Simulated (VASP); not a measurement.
**WC: relaxation of cell and atoms with RPBE**

The system is WC.

```xyz
2
Lattice="2.9065 0.0000 0.0000 -1.4532 2.5171 0.0000 0.0000 0.0000 2.8366" Properties=species:S:1:pos:R:3 pbc="T T T"
W     0.0000    0.0000    0.0000
C     1.4533    0.8390    1.4183
```

```
Program                : VASP 6.6.1
Task                   : relaxation of cell and atoms
Functional             : RPBE
Potentials or basis    : VASP PAW PBE potentials, release 64 (W_sv, C)
Cutoff                 : 600 eV
k mesh                 : 11 × 11 × 9
Occupations            : fermi-dirac, width 0.05 eV
Spin                   : no spin polarisation
Dipole correction      : no
Further INCAR settings : ALGO = Normal; EDIFF = 1e-06; IBRION = 2; EDIFFG = -0.01; NSW = 80; ISIF = 3
```

```
Relaxed volume                        : 10.67 Å³/atom
Relaxed cell                          : a = 2.936 Å, b = 2.936 Å, c = 2.858 Å, α = 90.00°, β = 90.00°, γ = 120.00°
Space group after relaxing (to 0.1 Å) : P-6m2 (No. 187)
Energy gained by relaxing             : 9.8 meV/atom
Ionic steps                           : 9
Pressure after relaxing               : 0.0 GPa
Band gap on the k mesh                : zero (bands 9 and 10 overlap by 1.17 eV)
```

Step by step:
```
step  energy change (eV)  largest force (eV/Å)  pressure (GPa)  volume (Å³)
   1              0.0000                0.0000           10.97        20.75
   2              0.1072                0.0000          -23.41        22.96
   3             -0.0195                0.0000           -0.29        21.35
   4             -0.0195                0.0000           -0.06        21.34
   5             -0.0195                0.0000            0.15        21.32
   6             -0.0195                0.0000            0.20        21.33
   7             -0.0196                0.0000            0.22        21.33
   8             -0.0196                0.0000           -0.41        21.36
   9             -0.0196                0.0000            0.01        21.34
```

Final structure:
```
W C
1.0
     2.93605    0.00000    0.00000
    -1.46802    2.54269    0.00000
     0.00000    0.00000    2.85845
W C
1 1
Cartesian
  0.0000 0.0000 0.0000
  1.4680 0.8476 1.4292
```

Levels at points of the mesh, in eV from the Fermi level:
| k point | band 5 | band 6 | band 7 | band 8 | band 9 | band 10 | band 11 | band 12 | band 13 |
| --- | --- | --- | --- | --- | --- | --- | --- | --- | --- |
| (0.00, 0.00, 0.00) | -14.29 | -4.16 | -3.24 | -3.24 | 0.10 | 3.11 | 3.11 | 5.49 | 5.49 |

Run time: 2 min on 1 thread of Intel Xeon 8259CL, with other jobs on the host, peak memory 0.18 GiB.

Caveat: the PAW data sets were made with another functional, which shifts forces and pressure a little; spin-orbit coupling is left out, which moves the levels of the heavy elements. RPBE and its kin give volumes clearly too large for solids.
